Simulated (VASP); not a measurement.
Set up this calculation in VASP 6.6.1, as the native input.

| Item | Value |
| --- | --- |
| Task | single point |
| Functional | PBE |
| Dispersion | D3(BJ) |
| Potentials or basis | VASP PAW PBE potentials, release 64 (Ge_d) |
| Cutoff | 520 eV |
| k mesh | 20 × 20 × 12 |
| Occupations | gaussian, width 0.15 eV |
| Spin | no spin polarisation |
| Dipole correction | no |
| Further INCAR settings | ALGO = Normal; EDIFF = 1e-06; NBANDS = 21 |

The structure of Ge lies in POSCAR:

```
Ge
1.0
    1.4415204776     -2.5135518656      0.0000000000
    1.4415204776      2.5135518656      0.0000000000
    0.0000000000      0.0000000000      5.0377366484
Ge
2
Direct
    0.6665533700      0.3334466300      0.2500000000
    0.3334466300      0.6665533700      0.7500000000
```

This cell differs from its parent crystal: ratio of the length along z to the lengths across it x 1.1, volume and fractional coordinates fixed.

The input as run:

INCAR

```
PREC = Accurate
ENCUT = 520
EDIFF = 1E-6
ISMEAR = 0
SIGMA = 0.15
LREAL = False
LASPH = True
NELM = 100
ALGO = Normal
ISIF = 2
LWAVE = False
LCHARG = False
GGA = PE
IVDW = 12
NBANDS = 21
```

KPOINTS

```
Automatic mesh
0
Gamma
  20 20 12
```

Potentials or basis: VASP PAW PBE potentials, release 64 (Ge_d).

Command:

```console
$ cat potpaw_PBE.64/Ge_d/POTCAR > POTCAR
$ mpirun -np 1 vasp_std > vasp.out
```

Results of the run:

| Property | Result |
| --- | --- |
| Pressure | 1.3 GPa |
| Band gap on the k mesh | zero (band 14 reaches 15.06 eV, above the bottom of band 15 at 4.35 eV) |
| Dispersion energy per atom | -0.362 eV |

Caveat: pairwise dispersion overbinds metals, which lowers pressure and volume.

It took 4.2 min on 1 thread of Intel(R) Xeon(R) Platinum 8375C CPU @ 2.90GHz (Ice Lake), with other jobs on the host, peak memory 0.54 GiB.
